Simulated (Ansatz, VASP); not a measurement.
## One calculation of HC4, two programs

```
C H
1.0
     4.93130    0.00000    0.00000
    -2.46565    4.27064    0.00000
     0.00000    0.00000   18.00003
C H
8 2
Direct
  0.33333 0.16667 0.22222
  0.33333 0.66667 0.22222
  0.83333 0.16667 0.22222
  0.83333 0.66667 0.22222
  0.16667 0.33333 0.22222
  0.16667 0.83333 0.22222
  0.66667 0.33333 0.22222
  0.66667 0.83333 0.22222
  0.21359 0.16667 0.31833
  0.45308 0.16667 0.31833
```

Alike in both runs: task single point; functional PBE; dispersion D3(BJ); k mesh 6 × 6 × 1; occupations gaussian, width 0.1 eV; no spin polarisation.

|  | VASP | Ansatz |
| --- | --- | --- |
| version | VASP 6.6.1 | Ansatz 0.2.0 |
| potentials or method | VASP PAW PBE potentials, release 64 (C, H), cutoff 520 eV | scalar-relativistic, plane waves, PAW |
| valence electrons in the cell | 34 | 34 |

|  | VASP | Ansatz | Ansatz less VASP |
| --- | --- | --- | --- |
| gap on the k mesh at the Fermi level (eV) | 0.48 | 0.48 | 0.000 |
| least direct gap on the mesh (eV) | 0.48 | 0.48 | 0.000 |
| rms of the force components (eV/Å) | 1.283 | 1.283 | +0.0002 |

Atom by atom the forces differ by 0.001 eV/Å (rms over components). Ansatz's warnings: xc potential rough in thin density.
